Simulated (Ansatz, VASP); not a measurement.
**One calculation of Rh, two programs**

File INCAR:

```
SYSTEM = Rh
PREC = Accurate ; ENCUT = 620
EDIFF = 1E-6 ; ISMEAR = -1
SIGMA = 0.1 ; LREAL = .FALSE.
LASPH = .TRUE. ; NELM = 120
ALGO = Normal ; ISIF = 2
LWAVE = .FALSE. ; LCHARG = .TRUE.
GGA = CA ; LELF = .TRUE.
LVHAR = .TRUE. ; NBANDS = 42
GGA_COMPAT = .FALSE.
```

Contents of KPOINTS:

```
Automatic mesh
0
G
  15 15 4
  0 0 0
```

File POSCAR:

```
Rh
1.0
    2.6219542950      0.0000000000      0.0000000000
   -1.3109771475      2.2706790270      0.0000000000
    0.0000000000      0.0000000000      8.5538536911
Rh
4
Direct
    0.0000000000      0.0000000000      1.0000000000
    0.0000000000      0.0000000000      0.5000000000
    0.3333333333      0.6666666667      0.2500000000
    0.6666666667      0.3333333333      0.7500000000
```

Input for Ansatz:

```yaml
crystal:
  lattice:
    - [2.621954295, 0.0, 0.0]
    - [-1.3109771475, 2.270679027, 0.0]
    - [0.0, 0.0, 8.5538536911]
  atoms:
    - { symbol: Rh, position: [0.0, 0.0, 1.0] }
    - { symbol: Rh, position: [0.0, 0.0, 0.5] }
    - { symbol: Rh, position: [0.3333333333, 0.6666666667, 0.25] }
    - { symbol: Rh, position: [0.6666666667, 0.3333333333, 0.75] }
hamiltonian:
  xc: lda
  pseudopotentials:
    kind: paw
    azcp:
      Rh: "pseudopotentials/Rh.paw.azcp"
basis:
  ecutwfc: 420
  fft_grid_basis: typed
kpoints:
  mp_grid: { grid: [15, 15, 4], shift: [0, 0, 0] }
magnetization:
  spin_polarized: false
scf:
  occupations: { method: fermi_dirac, width: 0.1 }
  lower_state_search: "off"
output:
  stress: true
```

Alike in both runs: task single point; functional LDA; k mesh 15 × 15 × 4; occupations fermi-dirac, width 0.1 eV; no spin polarisation.

|  | VASP | Ansatz |
| --- | --- | --- |
| version | VASP 6.6.1 | Ansatz 0.2.0 |
| potentials or method | VASP PAW LDA potentials, release 64 (Rh_sv_GW), cutoff 620 eV | plane waves (420 eV) with PAW, scalar-relativistic |
| valence electrons in the cell | 68 | 68 |

```csv
,VASP,Ansatz,Ansatz less VASP
pressure (GPa),14.7,14.2,-0.58
"traceless stress, the component that is largest in VASP (GPa)",0.10,0.14,+0.040
```

Ansatz warns that its potentials were made for another functional, while VASP's fit it. LDA's correlation is that of Perdew and Zunger in VASP and of Perdew and Wang (1992) in Ansatz.
